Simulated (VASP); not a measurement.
# CoPtO2 (R-3m) in VASP: a series of runs

The runs below take CoPtO2 through single point, with PBE.

All numbers are computed with VASP 6.6.1; they aren't measurements. Logs are shortened: lines on timing, memory, paths and dates and some standing lists are left out, and cuts for length are marked.

### Step 1. The cell of the first run

The structure is trigonal, space group R-3m (No. 166). The conventional cell has a = 2.806 Å, b = 2.806 Å, c = 17.782 Å, α = 90.00°, β = 90.00°, γ = 120.00°. Co (site symmetry -3m) has 6 O at 1.89 Å within 2.5 Å. Within 2.6 Å of Pt (site symmetry -3m) lie 2 O at 1.99 Å. O (site symmetry 3m) has 3 Co at 1.89 Å and 1 Pt at 1.99 Å and 3 O at 2.53 Å within 2.6 Å.

### Step 2. Single point, PBE (10.11 Å³/atom)

Input file INCAR:

```
PREC = Accurate
ENCUT = 520
EDIFF = 1E-6
ISMEAR = 0
SIGMA = 0.05
LREAL = F
LASPH = T
NELM = 80
ALGO = Normal
ISIF = 2
LWAVE = F
LCHARG = F
GGA = PE
NBANDS = 24
```

Input file KPOINTS:

```
regular mesh
0
Gamma
  14 14 14
```

Input file POSCAR:

```
CoPtO2
1.0
    1.4031814433      0.8101271840      5.9272541906
   -1.4031814433      0.8101271840      5.9272541906
    0.0000000000     -1.6202543680      5.9272541906
Co Pt O
1 1 2
Direct
    0.5000000000      0.5000000000      0.5000000000
    0.0000000000      0.0000000000      0.0000000000
    0.8880366199      0.8880366199      0.8880366199
    0.1119633801      0.1119633801      0.1119633801
```

Potentials or basis: VASP PAW PBE potentials, release 64 (Co, Pt, O).

Command:

```
> cat potpaw_PBE.64/Co/POTCAR potpaw_PBE.64/Pt/POTCAR potpaw_PBE.64/O/POTCAR > POTCAR
> mpirun -np 1 vasp_std > vasp.out
```

OUTCAR:

```text
PREC = Accurate
   ENCUT = 520
   EDIFF = 1E-6
   ISMEAR = 0
   LREAL = F
   LASPH = T
   NELM = 80
   ISIF = 2
   GGA = PE

 ion  position               nearest neighbor table
   1  0.500  0.500  0.500-   4 1.89   3 1.89   4 1.89   4 1.89   3 1.89   3 1.89
   2  0.000  0.000  0.000-   3 1.99   4 1.99
   3  0.888  0.888  0.888-   1 1.89   1 1.89   1 1.89   2 1.99
   4  0.112  0.112  0.112-   1 1.89   1 1.89   1 1.89   2 1.99

  LATTYP: Found a trigonal (rhomboedric) cell.
 ALAT       =     6.1447185824
 COS(alpha) =     0.8957073589

  Lattice vectors:

 A1 = (   1.4031814433,   0.8101271840,   5.9272541906)
 A2 = (  -1.4031814433,   0.8101271840,   5.9272541906)
 A3 = (   0.0000000000,  -1.6202543680,   5.9272541906)

Analysis of symmetry for initial positions (statically):
=====================================================================
 Subroutine PRICEL returns:
 Original cell was already a primitive cell.

 Routine SETGRP: Setting up the symmetry group for a
 trigonal (rhombohedral) supercell.

 Subroutine GETGRP returns: Found 12 space group operations
 (whereof 12 operations were pure point group operations)
 out of a pool of 12 trial point group operations.

The static configuration has the point symmetry D_3d.

Analysis of symmetry for dynamics (positions and initial velocities):
=====================================================================
 Subroutine PRICEL returns:
 Original cell was already a primitive cell.

 Routine SETGRP: Setting up the symmetry group for a
 trigonal (rhombohedral) supercell.

 Subroutine GETGRP returns: Found 12 space group operations
 (whereof 12 operations were pure point group operations)
 out of a pool of 12 trial point group operations.

The dynamic configuration has the point symmetry D_3d.

 Subroutine INISYM returns: Found 12 space group operations
 (whereof 12 operations are pure point group operations),
 and found     1 'primitive' translations

----------------------------------------------------------------------------------------

                                     Primitive cell

  volume of cell :      40.4270

  direct lattice vectors                    reciprocal lattice vectors
     1.403181443  0.810127184  5.927254191     0.356333105  0.205729014  0.056237395
    -1.403181443  0.810127184  5.927254191    -0.356333105  0.205729014  0.056237395
     0.000000000 -1.620254368  5.927254191     0.000000000 -0.411458028  0.056237395

  length of vectors
     6.144718582  6.144718582  6.144718582     0.415283461  0.415283461  0.415283461

  position of ions in fractional coordinates (direct lattice)
     0.500000000  0.500000000  0.500000000
     0.000000000  0.000000000  0.000000000
     0.888036620  0.888036620  0.888036620
     0.111963380  0.111963380  0.111963380

  ion indices of the primitive-cell ions
   primitive index   ion index
                 1           1
                 2           2
                 3           3
                 4           4

----------------------------------------------------------------------------------------

 KPOINTS: regular mesh

Automatic generation of k-mesh.
 Grid dimensions read from file:
 generate k-points for:   14   14   14

 Generating k-lattice:

  Cartesian coordinates                     Fractional coordinates (reciprocal lattice)
     0.025452365  0.014694930  0.004016957     0.071428571 -0.000000000 -0.000000000
    -0.025452365  0.014694930  0.004016957    -0.000000000  0.071428571 -0.000000000
     0.000000000 -0.029389859  0.004016957    -0.000000000 -0.000000000  0.071428571

  Length of vectors
     0.029663104  0.029663104  0.029663104

  Shift w.r.t. Gamma in fractional coordinates (k-lattice)
     0.000000000  0.000000000  0.000000000

 Subroutine IBZKPT returns following result:
 ===========================================

 Found    288 irreducible k-points:

 Following reciprocal coordinates:
            Coordinates               Weight
  0.000000  0.000000  0.000000      1.000000
  0.071429 -0.000000  0.000000      6.000000
  0.142857 -0.000000  0.000000      6.000000
  0.214286 -0.000000  0.000000      6.000000
  0.285714 -0.000000  0.000000      6.000000
  0.357143 -0.000000  0.000000      6.000000
[... 16 lines left out ...]
  0.214286  0.142857  0.000000     12.000000
  0.285714  0.142857  0.000000     12.000000
 [... further k-points ...]
   k-points           NKPTS =    288   k-points in BZ     NKDIM =    288   number of bands    NBANDS=     24
   number of dos      NEDOS =    301   number of ions     NIONS =      4
   total plane-waves  NPLWV = 110592
   dimension x,y,z NGX =    48 NGY =   48 NGZ =   48
   dimension x,y,z NGXF=    96 NGYF=   96 NGZF=   96
   ions per type =               1   1   2
   NGX,Y,Z   is equivalent  to a cutoff of  12.99, 12.99, 12.99 a.u.
   NGXF,Y,Z  is equivalent  to a cutoff of  25.97, 25.97, 25.97 a.u.
 SYSTEM =  unknown system
   PREC   = accura    normal or accurate (medium, high low for compatibility)
   ISTART =      0    job   : 0-new  1-cont  2-samecut
   ICHARG =      2    charge: 1-file 2-atom 10-const
   ISPIN  =      1    spin polarized calculation?
   LNONCOLLINEAR =      F non collinear calculations
   LSORBIT =      F    spin-orbit coupling
   LASPH  =      T    aspherical Exc in radial PAW
   ENCUT  =  520.0 eV  38.22 Ry    6.18 a.u.  11.43 11.43 11.43*2*pi/ulx,y,z
   NELM   =     80;   NELMIN=  2; NELMDL= -5     # of ELM steps
   EDIFF  = 0.1E-05   stopping-criterion for ELM
   LREAL  =      F    real-space projection
   EDIFFG = 0.1E-04   stopping-criterion for IOM
   NSW    =      0    number of steps for IOM
   IBRION =     -1    ionic relax: 0-MD 1-quasi-New 2-CG
   NFREE  =      0    steps in history (QN), initial steepest desc. (CG)
   ISIF   =      2    stress and relaxation
   ISYM   =      2    0-nonsym 1-usesym 2-fastsym
   POTIM  = 0.5000    time-step for ionic-motion
   TEBEG  =    0.0;   TEEND  =   0.0 temperature during run
   PSTRESS=    0.0 pullay stress
   NELECT =      31.0000    total number of electrons
   NUPDOWN=      -1.0000    fix difference up-down
   EMIN   =  10.00;   EMAX   =-10.00  energy-range for DOS
   EFERMI =   0.00;   METHOD = LEGACY
   ISMEAR =     0;   SIGMA  =   0.05  broadening in eV -4-tet -1-fermi 0-gaus
   EFERMI_NEDOS =   21; number of points for ismear=-14 and -15
   IALGO  =     38    algorithm
   IMIX   =      4    mixing-type and parameters
     AMIX     =   0.40;   BMIX     =  1.00
     AMIX_MAG =   1.60;   BMIX_MAG =  1.00
  volume/ion in A,a.u.               =      10.11        68.20
  Fermi-wavevector in a.u.,A,eV,Ry     =   1.498436  2.831633 30.549292  2.245310
  Thomas-Fermi vector in A             =   2.610195
   LORBIT       =      0    0 simple, 1 ext, 2 COOP (PROOUT), +10 PAW based schemes
   GGA     = PE    functional components
   LHFCALC =     F    Hartree Fock is set to
   AEXX    =    0.0000 exact exchange contribution
   IVDW    =     0    specifies the selected vdW correction
   LEPSILON=     F    determine dielectric tensor
   LRPA    =     F    only Hartree local field effects (RPA)
 non-spin polarized calculation
 Gauss-broadening in eV      SIGMA  =   0.05
  energy-cutoff  :      520.00
  volume of cell :       40.43
 maximum number of plane-waves:      1104
 NGX is ok and might be reduce to    48
   NGX = 23   NGY = 23   NGZ = 23

 number of electron      30.9999998 magnetization

 Free energy of the ion-electron system (eV)
  ---------------------------------------------------
  ext. energy  EPLUGINS =         0.00000000
  ---------------------------------------------------
  free energy    TOTEN  =       -26.40016499 eV

  energy without entropy =      -26.39891976  energy(sigma->0) =      -26.39954237

 E-fermi :   9.1701     XC(G=0): -12.7747

 val. band max:        9.1674679020   @ k =  -0.2143   0.2143   0.2143
 cond. band min:       9.1764330185   @ k =  -0.2143  -0.2857   0.1429
 fundamental gap:      0.0089651165
 Fermi energy:         9.1700919282

 k-point     1 :       0.0000    0.0000    0.0000
  band No.  band energies     occupation
      1     -12.7452      2.00000
      2     -10.8226      2.00000
      3      -0.8308      2.00000
      4       1.7497      2.00000
      5       2.4081      2.00000
      6       2.4081      2.00000
[... 16 lines left out ...]
     23      24.6397      0.00000
     24      26.5561      0.00000

 k-point     2 :       0.0714   -0.0000    0.0000
  band No.  band energies     occupation
      1     -12.6841      2.00000
      2     -10.8163      2.00000
      3      -0.7515      2.00000
      4       1.8995      2.00000
      5       2.2175      2.00000
      6       2.4365      2.00000
[... 16 lines left out ...]
     23      24.7873      0.00000
     24      25.8766      0.00000

 k-point     3 :       0.1429   -0.0000    0.0000
  band No.  band energies     occupation
      1     -12.5081      2.00000
      2     -10.7999      2.00000
      3      -0.5308      2.00000
      4       1.8220      2.00000
      5       2.3031      2.00000
      6       2.5163      2.00000
[... 16 lines left out ...]
     23      24.5584      0.00000
     24      24.8012      0.00000
[... 514 lines left out ...]
 k-point    23 :       0.2143    0.1429    0.0000
  band No.  band energies     occupation
      1     -12.3257      2.00000
      2     -10.8142      2.00000
      3      -0.2641      2.00000
      4       1.5896      2.00000
      5       2.5201      2.00000
      6       2.6684      2.00000
[... 16 lines left out ...]
     23      23.7661      0.00000
     24      24.2742      0.00000

 k-point    24 :       0.2857    0.1429    0.0000
  band No.  band energies     occupation
      1     -12.0697      2.00000
      2     -10.8043      2.00000
      3       0.0224      2.00000
      4       1.3684      2.00000
      5       2.4655      2.00000
      6       2.8690      2.00000
[... 16 lines left out ...]
     23      22.9846      0.00000
     24      23.5579      0.00000

 [... further k-points ...]

------------------------ aborting loop because EDIFF is reached ----------------------------------------

  FORCE on cell =-STRESS in cart. coord.  units (eV):
  Direction    XX          YY          ZZ          XY          YZ          ZX
  --------------------------------------------------------------------------------------
  -------------------------------------------------------------------------------------
  Total        2.5553567      2.5553567      2.7075223      0.0000000     -0.0000000      0.0000000
  in kB      101.2722084    101.2722084    107.3027335      0.0000000     -0.0000000      0.0000000
  external PRESSURE =     103.2823835 kB  Pullay stress =       0.0000000 kB

 VOLUME and BASIS-vectors are now :
 -----------------------------------------------------------------------------
  energy-cutoff  :      520.00
  volume of cell :       40.43
      direct lattice vectors                 reciprocal lattice vectors
     1.403181443  0.810127184  5.927254191     0.356333105  0.205729014  0.056237395
    -1.403181443  0.810127184  5.927254191    -0.356333105  0.205729014  0.056237395
     0.000000000 -1.620254368  5.927254191     0.000000000 -0.411458028  0.056237395

 POSITION                                       TOTAL-FORCE (eV/Angst)
 -----------------------------------------------------------------------------------
      0.00000      0.00000      8.89088         0.000000      0.000000      0.000000
      0.00000      0.00000      0.00000         0.000000     -0.000000     -0.000000
      0.00000      0.00000     15.79086         0.000000      0.000000      0.016195
      0.00000      0.00000      1.99091         0.000000     -0.000000     -0.016195
 -----------------------------------------------------------------------------------
    total drift:                               -0.000000     -0.000000     -0.000000

  FREE ENERGIE OF THE ION-ELECTRON SYSTEM (eV)
  ---------------------------------------------------
  free  energy   TOTEN  =       -26.4001649928 eV

  energy  without entropy=      -26.3989197569  energy(sigma->0) =      -26.39954237
```

Run time: 9.3 min. Hardware: 1 thread of Intel Xeon 6975P-C (Granite Rapids), shared host; peak memory 0.54 GiB.

Results:

| Quantity | Value |
| --- | --- |
| Free energy | -26.4002 eV |
| Pressure | 10.3 GPa |
| Largest force | 0.016 eV/Å |
| Band gap on the k mesh | zero (an odd number of electrons rules out a gap without spin polarisation) |

Forces on the atoms (eV/Å):
```
Co   0.000  0.000  0.000
Pt   0.000  0.000  0.000
O    0.000  0.000  0.016
O    0.000  0.000 -0.016
```

Stress tensor (GPa, compression positive):
```
10.13  0.00  0.00
 0.00 10.13  0.00
 0.00  0.00 10.73
```

Caveat: the cell stands under pressure; spin-orbit coupling is left out, which moves the levels of the heavy elements; an odd number of electrons without spin polarisation forces a metal; a magnetic or distorted state may lie lower; the run has no spin polarisation, though such a crystal can be magnetic; semilocal functionals often make such compounds metallic where correlation or magnetic order opens a gap, which also shifts bond lengths.

(Continued in part 2 of 2.)
